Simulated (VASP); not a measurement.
# MoH6 (Pm-3m) in VASP: notebook, part 3 of 3

VASP 6.6.1. The steps go on from the part before.

**5. Relaxation of cell and atoms, PBE**

This run uses another cell than the first one, of 9.36 Å³/atom, 1.913 times its volume.

INCAR

```
SYSTEM = MoH6
PREC     = Accurate       ! precision mode
ENCUT    = 500            ! plane-wave cutoff, eV
EDIFF    = 1E-7           ! SCF threshold, eV
ISMEAR   = 0              ! smearing method
SIGMA    = 0.15           ! smearing width, eV
LREAL    = .FALSE.        ! projectors in reciprocal space
LASPH    = .TRUE.         ! aspherical terms in the spheres
NELM     = 120            ! most SCF steps
ALGO     = Normal         ! electronic algorithm
ISIF     = 3              ! what is computed and relaxed
LWAVE    = .FALSE.        ! write WAVECAR
LCHARG   = .FALSE.        ! write CHGCAR
GGA      = PE             ! functional
IBRION   = 2              ! ionic algorithm
NSW      = 36             ! ionic steps
EDIFFG   = -0.08          ! ionic threshold
GGA_COMPAT= .FALSE.      
NELMIN   = 4
```

KPOINTS

```
Automatic mesh
0
G
  3 3 3
  0 0 0
```

POSCAR

```
MoH6
1.0
    4.0307806200      0.0000000000      0.0000000000
    0.0000000000      4.0307806200      0.0000000000
    0.0000000000      0.0000000000      4.0307806200
H Mo
6 1
Direct
    0.5000000000      0.5000000000      0.2000000000
    0.5000000000      0.5000000000      0.8000000000
    0.2000000000      0.5000000000      0.5000000000
    0.8000000000      0.5000000000      0.5000000000
    0.5000000000      0.2000000000      0.5000000000
    0.5000000000      0.8000000000      0.5000000000
    0.0000000000      0.0000000000      0.0000000000
```

Potentials or basis: VASP PAW PBE potentials, release 64 (H, Mo_sv).

On the command line:

```console
$ cat potpaw_PBE.64/H/POTCAR potpaw_PBE.64/Mo_sv/POTCAR > POTCAR
$ mpirun -np 1 vasp_std > vasp.out
```

OUTCAR:

```text
SYSTEM = MoH6
   PREC = Accurate
   ENCUT = 500
   EDIFF = 1E-7
   ISMEAR = 0
   LREAL = .FALSE.
   LASPH = .TRUE.
   NELM = 120
   ISIF = 3
   GGA = PE
   IBRION = 2
   NSW = 36
   EDIFFG = -0.08
   NELMIN = 4

 ion  position               nearest neighbor table
   1  0.500  0.500  0.200-
   2  0.500  0.500  0.800-
   3  0.200  0.500  0.500-
   4  0.800  0.500  0.500-
   5  0.500  0.200  0.500-
   6  0.500  0.800  0.500-
   7  0.000  0.000  0.000-

  LATTYP: Found a simple cubic cell.
 ALAT       =     4.0307806200

  Lattice vectors:

 A1 = (   4.0307806200,   0.0000000000,   0.0000000000)
 A2 = (   0.0000000000,   4.0307806200,   0.0000000000)
 A3 = (   0.0000000000,   0.0000000000,   4.0307806200)

[... 167 lines left out ...]
 E-fermi :   2.0293     XC(G=0):  -9.1936

 val. band max:        2.0016748053   @ k =   0.0000   0.0000   0.0000
 cond. band min:       2.0924723063   @ k =   0.3333   0.0000   0.0000
 fundamental gap:      0.0907975010
 Fermi energy:         2.0293041275
[... 332 lines left out ...]
  FREE ENERGIE OF THE ION-ELECTRON SYSTEM (eV)
  ---------------------------------------------------
  free  energy   TOTEN  =       -22.6698152351 eV

  energy  without entropy=      -22.6208627583  energy(sigma->0) =      -22.64533900

[... ionic steps 4 to 10 ...]

--------------------------------------- Ionic step       11  -------------------------------------------

 number of electron      20.0000000 magnetization

------------------------ aborting loop because EDIFF is reached ----------------------------------------
[... 77 lines left out ...]
--------------------------------------- Ionic step       13  -------------------------------------------

 number of electron      20.0000000 magnetization

 Free energy of the ion-electron system (eV)
  ---------------------------------------------------
  ext. energy  EPLUGINS =         0.00000000
  ---------------------------------------------------
  free energy    TOTEN  =       -24.76997633 eV

  energy without entropy =      -24.74003211  energy(sigma->0) =      -24.75500422

 E-fermi :   7.6752     XC(G=0): -11.8781

 val. band max:        7.4586077211   @ k =   0.3333   0.3333   0.0000
 cond. band min:       7.6992984683   @ k =   0.3333   0.3333   0.3333
 fundamental gap:      0.2406907472
 Fermi energy:         7.6751815345
[... 100 lines left out ...]
  FREE ENERGIE OF THE ION-ELECTRON SYSTEM (eV)
  ---------------------------------------------------
  free  energy   TOTEN  =       -24.7699763333 eV

  energy  without entropy=      -24.7400321087  energy(sigma->0) =      -24.75500422

 reached required accuracy - stopping structural energy minimisation
```

Run time: 2.3 min. Hardware: 1 thread of AMD EPYC 7R43 (Zen 3), shared host; peak memory 0.14 GiB.

What came out:

```
Free energy                            : -24.7700 eV
Relaxed volume                         : 4.88 Å³/atom
Relaxed cell                           : a = 3.245 Å, b = 3.245 Å, c = 3.245 Å, α = 90.00°, β = 90.00°, γ = 90.00°
Space group after relaxing (to 0.05 Å) : Pm-3m (No. 221)
Energy gained by relaxing              : 844.0 meV/atom
Ionic steps                            : 13
Pressure after relaxing                : 0.1 GPa
Largest force after relaxing           : 0.004 eV/Å
Band gap on the k mesh                 : zero (band 10 reaches 8.61 eV, above the bottom of band 11 at 7.70 eV)
```

Forces in eV/Å, atoms in the order of the input:
```
H    0.000  0.000 -0.004
H    0.000  0.000  0.004
H   -0.004  0.000  0.000
H    0.004  0.000  0.000
H    0.000 -0.004  0.000
H    0.000  0.004  0.000
Mo   0.000  0.000  0.000
```

Step by step:
```tsv
step	energy change (eV)	largest force (eV/Å)	pressure (GPa)	volume (Å³)
1	0.0000	0.4687	-25.03	65.49
2	-2.2230	0.9556	-27.37	52.59
3	-3.8081	1.3969	77.43	24.24
4	-4.6819	1.4307	-16.61	37.45
5	-4.9729	1.6542	21.36	28.88
6	-5.0976	1.6185	2.28	31.86
7	-5.6384	0.0739	21.94	29.61
8	-5.6629	0.3670	17.53	29.95
9	-5.8818	0.0364	5.77	32.63
10	-5.9007	0.2372	2.03	33.98
11	-5.9010	0.2186	2.32	33.86
12	-5.9027	0.1838	-1.82	34.48
13	-5.9082	0.0044	0.08	34.18
```

Final structure:
```cif
data_structure
_symmetry_space_group_name_H-M 'P 1'
_symmetry_Int_Tables_number 1
_cell_length_a 3.2454
_cell_length_b 3.2454
_cell_length_c 3.2454
_cell_angle_alpha 90.000
_cell_angle_beta 90.000
_cell_angle_gamma 90.000
_cell_volume 34.18
loop_
_atom_site_label
_atom_site_type_symbol
_atom_site_fract_x
_atom_site_fract_y
_atom_site_fract_z
_atom_site_occupancy
H1 H 0.50000 0.50000 0.14037 1
H2 H 0.50000 0.50000 0.85963 1
H3 H 0.14037 0.50000 0.50000 1
H4 H 0.85963 0.50000 0.50000 1
H5 H 0.50000 0.14037 0.50000 1
H6 H 0.50000 0.85963 0.50000 1
Mo1 Mo 0.00000 0.00000 0.00000 1
```

Caveat: the k points lie up to 0.65 Å⁻¹ apart in the final cell; the volume moved by over 15 % at a fixed basis, so the end points are rough; the relaxation stopped at a loose force limit of 0.08 eV/Å, so its end isn't a converged minimum.

**6. Summary**

```tsv
task	cell	gap on the mesh (eV)	pressure (GPa)	largest force (eV/Å)
single point	a = 3.247 Å, 7 atoms	none	-0.1	0.06
single point	a = 3.248 Å, 7 atoms	none	-0.5	0.01
single point	a = 3.473 Å, 7 atoms	none	-0.4	-
relaxation of cell and atoms	relaxed from a = 4.031 Å, 7 atoms	none	0.1	-
```

Some of these runs hold the atoms at other places in the same cell, which the table doesn't show; runs alike in all that it shows share one row.

Alike in all rows: level PBE; potentials or basis VASP PAW PBE potentials, release 64 (H, Mo_sv); no spin polarisation; k mesh 3 × 3 × 3; cutoff (eV) 500; smearing gaussian 0.15 eV.

Caveats: all runs use coarse meshes; the volume moved by over 15 % at a fixed basis, so the end points are rough (some runs); the relaxation stopped at a loose force limit of 0.08 eV/Å, so its end isn't a converged minimum (some runs).

Absolute energies hang on the potentials; compare differences alone.
